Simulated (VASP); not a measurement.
Wanted: the native input for a VASP 6.6.1 run.

* Task: single point
* Functional: LDA
* Potentials or basis: VASP PAW LDA potentials, release 64 (Rh_pv)
* Cutoff: 520 eV
* k mesh: 9 × 9 × 9
* Occupations: fermi-dirac, width 0.1 eV
* Spin: no spin polarisation
* Dipole correction: no
* Further INCAR settings: ALGO = Normal; EDIFF = 1e-06; NBANDS = 14

The structure of Rh lies in POSCAR:

```
Rh
1.0
    3.1152020000      0.0000000000      0.0000000000
    0.0000000000      3.1152020000      0.0000000000
    0.0000000000      0.0000000000      3.1152020000
Rh
1
Direct
    0.0000000000      0.0000000000      0.0000000000
```

The input as run:

INCAR

```
ALGO = Normal
EDIFF = 1E-6
ENCUT = 520
GGA = CA
ISIF = 2
ISMEAR = -1
LASPH = True
LCHARG = False
LREAL = False
LWAVE = False
NBANDS = 14
NELM = 80
PREC = Accurate
SIGMA = 0.1
```

KPOINTS

```
k-points
0
Gamma
  9 9 9
```

Potentials or basis: VASP PAW LDA potentials, release 64 (Rh_pv).

Launch:

```console
$ cat potpaw_LDA.64/Rh_pv/POTCAR > POTCAR
$ mpirun -np 1 vasp_std > vasp.out
```

Results of the run:

```
Pressure : -25.7 GPa
```

Wall time 5.7 s on 1 thread of Intel Xeon 6975P-C (shared host), peak memory 0.13 GiB.
